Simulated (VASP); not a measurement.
Set up this calculation in VASP 6.6.1, as the native input.

| Quantity | Value |
| --- | --- |
| Task | relaxation of cell and atoms |
| Functional | PBE |
| Potentials or basis | VASP PAW PBE potentials, release 64 (Sb) |
| Cutoff | 600 eV |
| k mesh | 14 × 10 × 10 |
| Occupations | gaussian, width 0.1 eV |
| Spin | no spin polarisation |
| Dipole correction | no |
| Further INCAR settings | ALGO = Normal; EDIFF = 1e-07; IBRION = 2; EDIFFG = -0.002; NSW = 100; ISIF = 3 |

The structure of Sb lies in POSCAR:

```
Sb
1.0
    3.1224020000      0.0000000000      0.0000000000
    0.0000000000      4.3475180000      0.0000000000
   -0.0389150000      0.0000000000      4.4058520000
Sb
2
Direct
    0.9886110000      0.7500000000      0.7588340000
    0.0113890000      0.2500000000      0.2411660000
```

These files were run (other wordings do the same):

INCAR

```
PREC = Accurate
ENCUT = 600
EDIFF = 1E-7
ISMEAR = 0
SIGMA = 0.1
LREAL = F
LASPH = T
NELM = 100
ALGO = Normal
ISIF = 3
LWAVE = F
LCHARG = F
GGA = PE
IBRION = 2
NSW = 100
EDIFFG = -0.002
```

KPOINTS

```
regular mesh
0
Gamma
  14 10 10
```

Potentials or basis: VASP PAW PBE potentials, release 64 (Sb).

The run is started by

```console
$ cat potpaw_PBE.64/Sb/POTCAR > POTCAR
$ mpirun -np 1 vasp_std > vasp.out
```

Results of the run:

| Quantity | Value |
| --- | --- |
| Relaxed volume | 30.04 Å³/atom |
| Relaxed cell | a = 3.110 Å, b = 4.395 Å, c = 4.396 Å, α = 90.00°, β = 89.98°, γ = 90.00° |
| Space group after relaxing (to 0.05 Å) | Pm-3m (No. 221) |
| Energy gained by relaxing | 3.8 meV/atom |
| Ionic steps | 31 |
| Pressure after relaxing | 0.0 GPa |
| Band gap on the k mesh | zero (band 5 reaches 12.28 eV, above the bottom of band 6 at 3.55 eV) |

Caveat: spin-orbit coupling is left out, which moves the levels of the heavy elements.

Run time: 31 min on 1 thread of Intel(R) Xeon(R) Platinum 8259CL CPU @ 2.50GHz (Skylake/Cascade Lake), on a shared host, peak memory 0.44 GiB.
